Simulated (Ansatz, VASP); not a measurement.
**Two plane-wave programs on AlAs**

File INCAR:

```
SYSTEM = AlAs
  ALGO = Normal
  EDIFF = 1E-7
  EDIFFG = -0.002
  ENCUT = 500
  GGA_COMPAT = .FALSE.
  IBRION = 2
  ISIF = 3
  ISMEAR = 0
  LASPH = .TRUE.
  LCHARG = .FALSE.
  LREAL = .FALSE.
  LWAVE = .FALSE.
  NELM = 120
  NELMIN = 4
  NSW = 100
  PREC = Accurate
  SIGMA = 0.02
```

The input KPOINTS:

```
k-points
0
G
  8 8 8
  0 0 0
```

POSCAR

```
AlAs
1.0
    0.0000000000      2.8400000000      2.8400000000
    2.8400000000      0.0000000000      2.8400000000
    2.8400000000      2.8400000000      0.0000000000
Al As
1 1
Direct
    0.0000000000      0.0000000000      0.0000000000
    0.2500000000      0.2500000000      0.2500000000
```

Input for Ansatz:

```yaml
crystal:
  lattice:
    - [0.0, 2.84, 2.84]
    - [2.84, 0.0, 2.84]
    - [2.84, 2.84, 0.0]
  atoms:
    - { symbol: Al, position: [0.0, 0.0, 0.0] }
    - { symbol: As, position: [0.25, 0.25, 0.25] }
basis:
  ecutwfc: 420
kpoints:
  mp_grid: { grid: [8, 8, 8] }
hamiltonian:
  xc: lda
  pseudopotentials: { kind: paw, azcp: { folder: soft_1 } }
scf:
  occupations: { method: gaussian, width: 0.02 }
output:
  forces: true
  stress: true
  eigenvalues: true
relax:
  adjacent_minimum: "off"
  f_tol: 0.002
  max_steps: 80
  cell: { stress_tol: 0.02 }
```

Alike in both runs: task relaxation of cell and atoms; functional LDA; k mesh 8 × 8 × 8; occupations gaussian, width 0.02 eV; no spin polarisation.

```csv
,VASP,Ansatz
version,VASP 6.6.1,Ansatz 0.2.0
potentials or method,"VASP PAW LDA potentials, release 64 (Al, As), cutoff 500 eV","scalar-relativistic, plane waves, PAW"
valence electrons in the cell,8,18
```

Ansatz gave:

| Property | Result |
| --- | --- |
| gap on the k mesh at the Fermi level, each at its own relaxed structure (eV) | 1.32 |
| relaxed volume (Å³/atom) | 22.29 |
| relaxed cell length with the largest relative difference (Å) | 3.980 |

**Question.** Estimate VASP's values.

**Answer.** gap on the k mesh at the Fermi level, each at its own relaxed structure (eV): 1.32; relaxed volume (Å³/atom): 22.40; relaxed cell length with the largest relative difference (Å): 3.986.

Ansatz warns that its potentials were made for another functional, while VASP's fit it. LDA's correlation is that of Perdew and Zunger in VASP and of Perdew and Wang (1992) in Ansatz. VASP's potentials hold 8 valence electrons a cell and Ansatz's 18, so a difference there can come from the potentials and not from the codes.
